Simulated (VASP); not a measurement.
A run of VASP 6.6.1:

The input INCAR:

```
PREC     = Accurate       # precision mode
ENCUT    = 520            # plane-wave cutoff, eV
EDIFF    = 1E-6           # SCF threshold, eV
ISMEAR   = 0              # smearing method
SIGMA    = 0.15           # smearing width, eV
LREAL    = F              # projectors in reciprocal space
LASPH    = T              # aspherical terms in the spheres
NELM     = 100            # most SCF steps
ALGO     = Normal         # electronic algorithm
ISIF     = 2              # what is computed and relaxed
LWAVE    = F              # write WAVECAR
LCHARG   = F              # write CHGCAR
GGA      = CA             # functional
NBANDS   = 16             # bands
```

File KPOINTS:

```
Automatic mesh
0
Gamma
  18 18 18
```

POSCAR

```
GaSb
1.0
   -2.3404189000      2.3404189000      1.5907070000
    2.3404189000     -2.3404189000      1.5907070000
    2.3404189000      2.3404189000     -1.5907070000
Ga Sb
1 1
Direct
    0.2500000000      0.7500000000      0.5000000000
    0.0000000000      0.0000000000      0.0000000000
```

Potentials or basis: VASP PAW LDA potentials, release 64 (Ga_d, Sb).

The run is started by

```console
$ cat potpaw_LDA.64/Ga_d/POTCAR potpaw_LDA.64/Sb/POTCAR > POTCAR
$ mpirun -np 1 vasp_std > vasp.out
```

Hardware: 1 thread of AMD EPYC 9R45 96-Core Processor (Zen 5), with other jobs on the host.

Q: Estimate the wall time of this run.

A: It took 2.3 min on 1 thread of AMD EPYC 9R45 96-Core Processor (Zen 5), on a shared host, peak memory 0.34 GiB. Counts: scf iterations 11, k points 480.
